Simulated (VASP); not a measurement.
Crystal: HfBF.

```
Hf B F
1.0
     3.35472    0.00000    0.00000
     0.00000    3.35472    0.00000
     0.00000    0.00000    6.41413
Hf B F
2 2 2
Direct
  0.00000 0.00000 0.75000
  0.00000 0.00000 0.25000
  0.50000 0.00000 0.50000
  0.00000 0.50000 0.00000
  0.50000 0.50000 0.00000
  0.50000 0.50000 0.50000
```

The cell was generated, and may not be a known phase.

| Quantity | Value |
| --- | --- |
| Program | VASP 6.6.1 |
| Task | relaxation of cell and atoms |
| Functional | PBE |
| Potentials or basis | VASP PAW PBE potentials, release 64 (Hf_pv, B, F) |
| Cutoff | 600 eV |
| k mesh | 6 × 6 × 4 |
| Occupations | gaussian, width 0.1 eV |
| Spin | no spin polarisation |

At the start: pressure 28.8 GPa; volume 12.03 Å³/atom.

Question: Where does the relaxation end?

Answer: Over 8 steps the energy falls by 325.4 meV/atom and the volume is 14.54 Å³/atom (+20.8 %); space group P4_2/mmc (No. 131, to 0.1 Å) before and after.

The path:
| step | energy change (eV) | largest force (eV/Å) | pressure (GPa) | volume (Å³) |
| --- | --- | --- | --- | --- |
| 1 | 0.0000 | 0.0000 | 28.85 | 72.19 |
| 2 | -1.4516 | 0.0000 | -9.71 | 97.02 |
| 3 | -1.6247 | 0.0000 | -2.98 | 89.74 |
| 4 | -1.9334 | 0.0000 | -1.73 | 88.65 |
| 5 | -1.9472 | 0.0000 | -1.41 | 88.38 |
| 6 | -1.9481 | 0.0000 | -1.32 | 88.30 |
| 7 | -1.9518 | 0.0000 | 0.58 | 86.79 |
| 8 | -1.9526 | 0.0000 | 0.00 | 87.23 |

Final structure:
```
Hf B F
1.0
     3.77403    0.00000    0.00000
     0.00000    3.77403    0.00000
     0.00000    0.00000    6.12461
Hf B F
2 2 2
Cartesian
  0.0000 3.7740 4.5935
  0.0000 0.0000 1.5312
  1.8870 0.0000 3.0623
  0.0000 1.8870 6.1246
  1.8870 1.8870 6.1246
  1.8870 1.8870 3.0623
```

Caveat: the volume moved by over 15 % at a fixed basis, so the end points are rough.
